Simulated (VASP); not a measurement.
# ZnFe2 (Fd-3m) in VASP: single point with PBE

Aim: the single point of ZnFe2 with PBE.

All numbers are computed with VASP 6.6.1; they aren't measurements. Logs are shortened: lines on timing, memory, paths and dates and some standing lists are left out, and cuts for length are marked.

## (1) The cell of the first run

Symmetry: Fd-3m, No. 227, cubic system. Conventional cell: a = 6.730 Å, b = 6.730 Å, c = 6.730 Å, α = 90.00°, β = 90.00°, γ = 90.00°. Zn (site symmetry -43m) has 12 Fe at 2.79 Å and 4 Zn at 2.91 Å within 3.7 Å. Fe (site symmetry -3m) has 6 Fe at 2.38 Å and 6 Zn at 2.79 Å within 3.1 Å.

## (2) Single point, PBE, collinear spin, ferromagnetic start

Input file INCAR:

```
PREC = Accurate
ENCUT = 600
EDIFF = 1E-6
ISMEAR = 0
SIGMA = 0.1
LREAL = F
LASPH = T
NELM = 200
ALGO = Normal
ISIF = 2
LWAVE = F
LCHARG = F
ISPIN = 2
MAGMOM = 0 0 2.47 2.47 2.47 2.47
LORBIT = 11
LMAXMIX = 4
GGA = PE
NBANDS = 41
GGA_COMPAT = F
```

Input file KPOINTS:

```
regular mesh
0
Gamma
  10 10 10
```

Input file POSCAR:

```
ZnFe2
1.0
    0.0000000000      3.3649341447      3.3649341447
    3.3649341447      0.0000000000      3.3649341447
    3.3649341447      3.3649341447      0.0000000000
Zn Fe
2 4
Direct
    0.5000000000      0.5000000000      0.5000000000
    0.7500000000      0.7500000000      0.7500000000
    0.1250000000      0.1250000000      0.1250000000
    0.6250000000      0.1250000000      0.1250000000
    0.1250000000      0.1250000000      0.6250000000
    0.1250000000      0.6250000000      0.1250000000
```

Potentials or basis: VASP PAW PBE potentials, release 64 (Zn, Fe).

On the command line:

```console
$ cat potpaw_PBE.64/Zn/POTCAR potpaw_PBE.64/Fe/POTCAR > POTCAR
$ mpirun -np 1 vasp_std > vasp.out
```

OUTCAR:

```text
PREC = Accurate
   ENCUT = 600
   EDIFF = 1E-6
   ISMEAR = 0
   LREAL = F
   LASPH = T
   NELM = 200
   ISIF = 2
   ISPIN = 2
   LORBIT = 11
   GGA = PE

 ion  position               nearest neighbor table
   1  0.500  0.500  0.500-   3 2.79   5 2.79   6 2.79   3 2.79   4 2.79   5 2.79   3 2.79   4 2.79
                             6 2.79   4 2.79   5 2.79   6 2.79   2 2.91   2 2.91   2 2.91   2 2.91
   2  0.750  0.750  0.750-   4 2.79   5 2.79   6 2.79   3 2.79   4 2.79   6 2.79   3 2.79   4 2.79
                             5 2.79   3 2.79   5 2.79   6 2.79   1 2.91   1 2.91   1 2.91   1 2.91
   3  0.125  0.125  0.125-   4 2.38   5 2.38   6 2.38   5 2.38   6 2.38   4 2.38   1 2.79   2 2.79
                             1 2.79   2 2.79   1 2.79   2 2.79
   4  0.625  0.125  0.125-   3 2.38   5 2.38   6 2.38   3 2.38   5 2.38   6 2.38   2 2.79   1 2.79
                             1 2.79   2 2.79   2 2.79   1 2.79
   5  0.125  0.125  0.625-   3 2.38   3 2.38   4 2.38   6 2.38   6 2.38   4 2.38   1 2.79   2 2.79
                             1 2.79   2 2.79   1 2.79   2 2.79
   6  0.125  0.625  0.125-   3 2.38   5 2.38   3 2.38   4 2.38   5 2.38   4 2.38   2 2.79   1 2.79
                             2 2.79   2 2.79   1 2.79   1 2.79

  LATTYP: Found a face centered cubic cell.
 ALAT       =     6.7298682894

  Lattice vectors:

 A1 = (   0.0000000000,   3.3649341447,   3.3649341447)
 A2 = (   3.3649341447,   0.0000000000,   3.3649341447)
 A3 = (   3.3649341447,   3.3649341447,   0.0000000000)

Analysis of symmetry for initial positions (statically):
=====================================================================
 Subroutine PRICEL returns:
 Original cell was already a primitive cell.

 Routine SETGRP: Setting up the symmetry group for a
 face centered cubic supercell.

 Subroutine GETGRP returns: Found 48 space group operations
 (whereof 24 operations were pure point group operations)
 out of a pool of 48 trial point group operations.

The static configuration has the point symmetry T_d .
 The point group associated with its full space group is O_h .

Analysis of symmetry for dynamics (positions and initial velocities):
=====================================================================
 Subroutine PRICEL returns:
 Original cell was already a primitive cell.

 Routine SETGRP: Setting up the symmetry group for a
 face centered cubic supercell.

 Subroutine GETGRP returns: Found 48 space group operations
 (whereof 24 operations were pure point group operations)
 out of a pool of 48 trial point group operations.

The dynamic configuration has the point symmetry T_d .
 The point group associated with its full space group is O_h .

Analysis of structural, dynamic, and magnetic symmetry:
[... 162 lines left out ...]
  ---------------------------------------------------
  ext. energy  EPLUGINS =         0.00000000
  ---------------------------------------------------
  free energy    TOTEN  =       -34.19192520 eV

  energy without entropy =      -34.16469853  energy(sigma->0) =      -34.17831187

 E-fermi :   4.6872     XC(G=0): -12.4545

 val. band max:        4.6865368600   @ k =  -0.4000   0.2000   0.0000
 cond. band min:       4.6880684487   @ k =   0.2000   0.1000   0.0000
 fundamental gap:      0.0015315887
 Fermi energy:         4.6871721416

 spin component 1

 k-point     1 :       0.0000    0.0000    0.0000
  band No.  band energies     occupation
      1      -4.5163      1.00000
      2      -2.5127      1.00000
      3      -2.5127      1.00000
      4      -2.5127      1.00000
      5      -2.5106      1.00000
      6      -2.5106      1.00000
[... 1021 lines left out ...]
     39      13.0981      0.00000
     40      13.7004      0.00000

 [... further k-points ...]

 spin component 2

 k-point     1 :       0.0000    0.0000    0.0000
  band No.  band energies     occupation
      1      -4.4769      1.00000
      2      -2.5210      1.00000
      3      -2.5210      1.00000
      4      -2.5210      1.00000
      5      -2.5130      1.00000
      6      -2.5130      1.00000
[... 1021 lines left out ...]
     39      13.4696      0.00000
     40      14.0629      0.00000

 [... further k-points ...]

 [bands above 40 left out]

------------------------ aborting loop because EDIFF is reached ----------------------------------------

  FORCE on cell =-STRESS in cart. coord.  units (eV):
  Direction    XX          YY          ZZ          XY          YZ          ZX
  --------------------------------------------------------------------------------------
  -------------------------------------------------------------------------------------
  Total       -0.0162617     -0.0162617     -0.0162617      0.0000000      0.0000000      0.0000000
  in kB       -0.3419148     -0.3419148     -0.3419148      0.0000000      0.0000000      0.0000000
  external PRESSURE =      -0.3419148 kB  Pullay stress =       0.0000000 kB

 VOLUME and BASIS-vectors are now :
 -----------------------------------------------------------------------------
  energy-cutoff  :      600.00
  volume of cell :       76.20
      direct lattice vectors                 reciprocal lattice vectors
     0.000000000  3.364934145  3.364934145    -0.148591318  0.148591318  0.148591318
     3.364934145  0.000000000  3.364934145     0.148591318 -0.148591318  0.148591318
     3.364934145  3.364934145  0.000000000     0.148591318  0.148591318 -0.148591318

 POSITION                                       TOTAL-FORCE (eV/Angst)
 -----------------------------------------------------------------------------------
      3.36493      3.36493      3.36493         0.000000      0.000000      0.000000
      5.04740      5.04740      5.04740        -0.000000     -0.000000     -0.000000
      0.84123      0.84123      0.84123        -0.000000      0.000000     -0.000000
      0.84123      2.52370      2.52370        -0.000000      0.000000     -0.000000
      2.52370      2.52370      0.84123        -0.000000     -0.000000     -0.000000
      2.52370      0.84123      2.52370        -0.000000     -0.000000     -0.000000
 -----------------------------------------------------------------------------------
    total drift:                               -0.000000     -0.000000      0.000000

  FREE ENERGIE OF THE ION-ELECTRON SYSTEM (eV)
  ---------------------------------------------------
  free  energy   TOTEN  =       -34.1919251970 eV

  energy  without entropy=      -34.1646985331  energy(sigma->0) =      -34.17831187

 total charge

# of ion       s       p       d       tot
------------------------------------------
    1        0.538   0.470   9.734  10.742
    2        0.538   0.470   9.734  10.742
    3        0.494   0.503   6.312   7.309
    4        0.494   0.503   6.312   7.309
    5        0.494   0.503   6.312   7.309
    6        0.494   0.503   6.312   7.309
--------------------------------------------------
tot          3.051   2.954  44.717  50.722

 magnetization (x)

# of ion       s       p       d       tot
------------------------------------------
    1       -0.027  -0.062   0.013  -0.076
    2       -0.027  -0.062   0.013  -0.076
    3       -0.004  -0.027   2.045   2.014
    4       -0.004  -0.027   2.045   2.014
    5       -0.004  -0.027   2.045   2.014
    6       -0.004  -0.027   2.045   2.014
--------------------------------------------------
tot         -0.070  -0.231   8.205   7.904
```

OSZICAR:

```text
N       E                     dE             d eps       ncg     rms          rms(c)
DAV:   1     0.457225287028E+03    0.45723E+03   -0.26587E+04  7708   0.214E+03
DAV:   2     0.904849678374E+01   -0.44818E+03   -0.42467E+03  7708   0.427E+02
DAV:   3    -0.364542705351E+02   -0.45503E+02   -0.42050E+02  7890   0.165E+02
DAV:   4    -0.374641034855E+02   -0.10098E+01   -0.10037E+01  9023   0.273E+01
DAV:   5    -0.374733144803E+02   -0.92110E-02   -0.92068E-02  8515   0.239E+00    0.212E+01
DAV:   6    -0.360664314639E+02    0.14069E+01   -0.27645E+01  8592   0.648E+01    0.144E+01
DAV:   7    -0.343059220053E+02    0.17605E+01   -0.62205E+00  9390   0.497E+01    0.800E+00
DAV:   8    -0.342389953978E+02    0.66927E-01   -0.10596E+00  8429   0.966E+00    0.322E+00
DAV:   9    -0.341929502268E+02    0.46045E-01   -0.13786E-01  9099   0.374E+00    0.927E-01
DAV:  10    -0.341925775321E+02    0.37269E-03   -0.77168E-03  8453   0.109E+00    0.469E-01
DAV:  11    -0.341919580814E+02    0.61945E-03   -0.14665E-03  8647   0.373E-01    0.159E-01
DAV:  12    -0.341919229178E+02    0.35164E-04   -0.34008E-04  8694   0.209E-01    0.410E-02
DAV:  13    -0.341919250936E+02   -0.21758E-05   -0.20270E-05  8759   0.436E-02    0.255E-02
DAV:  14    -0.341919251970E+02   -0.10339E-06   -0.19348E-06  5724   0.148E-02
   1 F= -.34191925E+02 E0= -.34178312E+02  d E =-.272267E-01  mag=     7.8986
```

stdout:

```text
POSCAR found type information on POSCAR ZnFe
 POSCAR found :  2 types and       6 ions
 scaLAPACK will be used
 LDA part: xc-table for (Slater+PW92), standard interpolation
 POSCAR, INCAR and KPOINTS ok, starting setup
 FFT: planning ... GRIDC
 FFT: planning ... GRID_SOFT
 FFT: planning ... GRID
 WAVECAR not read
 entering main loop
```

Run time: 12 min. Hardware: 1 thread of Intel Xeon 8259CL, shared host; peak memory 0.46 GiB.

What came out:

| Item | Value |
| --- | --- |
| Free energy | -34.1919 eV |
| Pressure | 0.0 GPa |
| Net moment | 7.90 μB per cell |
| Site moments | Zn -0.08; Fe +2.01 μB |
| Valence electrons inside the program's atomic spheres | Zn 10.74; Fe 7.31 |
